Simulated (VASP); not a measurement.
Runs of VASP 6.6.1 on S. The structure is that of space group P6_3/mmc (No. 194), or close to it. The cells are those of the table. 

```csv
task,cell,cutoff (eV),gap on the mesh (eV),pressure (GPa)
relaxation of cell and atoms,"relaxed to 200 GPa from a = 2.262, b = 2.262, c = 3.664 Å, angles 90.0, 90.0, 120.0°, 2 atoms",600,none,200.0
single point,"a = 2.399, b = 2.399, c = 3.288 Å, angles 90.0, 90.0, 120.0°, 2 atoms",520,none,196.8
relaxation of cell and atoms,"relaxed to 200 GPa from a = 2.398, b = 2.398, c = 3.287 Å, angles 90.0, 90.0, 120.0°, 2 atoms",600,none,200.0
single point,"a = 2.398, b = 2.398, c = 3.287 Å, angles 90.0, 90.0, 120.0°, 2 atoms",520,none,(a)
```

Alike in all rows: level PBE; potentials or basis VASP PAW PBE potentials, release 64 (S); no spin polarisation; k mesh 19 × 19 × 10; smearing fermi-dirac 0.08 eV.

Problem. Fill in the values left out.

Solution. (a) 197.3.

Caveats: the cell is relaxed towards a set pressure, so the enthalpy falls and the energy may rise (some runs).

A gap of «none» marks levels without a gap at the run's occupations.
